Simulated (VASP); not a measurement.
Runs of VASP 6.6.1 on Tc. The structure is that of space group Fm-3m (No. 225), or close to it. The cells are those of the table. 

```tsv
task	cell	cutoff (eV)	gap on the mesh (eV)	pressure (GPa)
single point	a = 2.602 Å, angles 60.0°, 1 atom	520	none	45.2
single point	a = 2.629 Å, angles 60.0°, 1 atom	520	none	(a)
single point	a = 2.660 Å, angles 60.0°, 1 atom	520	none	15.3
single point	a = 2.696 Å, angles 60.0°, 1 atom	520	none	0.1
relaxation of cell and atoms	relaxed to 45 GPa from a = 2.758 Å, angles 60.0°, 1 atom	600	none	44.9
```

Alike in all rows: level LDA; potentials or basis VASP PAW LDA potentials, release 64 (Tc_pv); no spin polarisation; k mesh 10 × 10 × 10; smearing methfessel-paxton 0.05 eV.

**Question.** Estimate the missing entries.

**Answer.** (a) 30.2.

Caveats: the cell is relaxed towards a set pressure, so the enthalpy falls and the energy may rise (some runs).

A k mesh can miss the band edges, and the runs leave out spin-orbit coupling on Tc.

A gap of «none» marks levels without a gap at the run's occupations.
